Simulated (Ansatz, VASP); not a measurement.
**One calculation of AgBr, two programs**

INCAR

```
SYSTEM = AgBr
PREC = Accurate ; ENCUT = 400
EDIFF = 1E-8 ; ISMEAR = -1
SIGMA = 0.02 ; LREAL = .FALSE.
LASPH = .TRUE. ; NELM = 120
ALGO = Normal ; ISIF = 2
LWAVE = .FALSE. ; LCHARG = .FALSE.
GGA = PS ; LEFG = .TRUE.
NBANDS = 16 ; GGA_COMPAT = .FALSE.
```

File KPOINTS:

```
regular mesh
0
G
  7 7 7
  0 0 0
```

File POSCAR:

```
AgBr
1.0
    0.0000000000      2.8763975868      2.8763975868
    2.8763975868      0.0000000000      2.8763975868
    2.8763975868      2.8763975868      0.0000000000
Ag Br
1 1
Direct
    0.5000000000      0.5000000000      0.5000000000
    0.0000000000      0.0000000000      0.0000000000
```

Input for Ansatz:

```yaml
crystal:
  lattice:
    - [0.0, 2.8763975868, 2.8763975868]
    - [2.8763975868, 0.0, 2.8763975868]
    - [2.8763975868, 2.8763975868, 0.0]
  atoms:
    - { symbol: Ag, position: [0.5, 0.5, 0.5] }
    - { symbol: Br, position: [0.0, 0.0, 0.0] }
kpoints:
  mp_grid: { grid: [7, 7, 7] }
scf:
  occupations: { method: fermi_dirac, width: 0.02 }
hamiltonian:
  xc: pbesol
  pseudopotentials: { kind: all_electron, datasets: crystal }
output:
  forces: true
  stress: true
  eigenvalues: true
  efg: { contact_densities: true }
```

Change from the starting cell: volume scaled by 0.99, crystal datasets.

Alike in both runs: task electric field gradients; functional PBEsol; k mesh 7 × 7 × 7; occupations fermi-dirac, width 0.02 eV; no spin polarisation.

```csv
,VASP,Ansatz
version,VASP 6.6.1,Ansatz 0.2.0
potentials or method,"VASP PAW PBE potentials, release 64 (Ag, Br), cutoff 400 eV","all-electron PAW with datasets made for the crystal, scalar-relativistic"
```

```csv
,VASP,Ansatz,Ansatz less VASP
pressure (GPa),-2.1,-1.9,+0.22
```

VASP's potentials were made for PBE, not for PBEsol. Ansatz ran all-electron here, and VASP with PAW potentials.
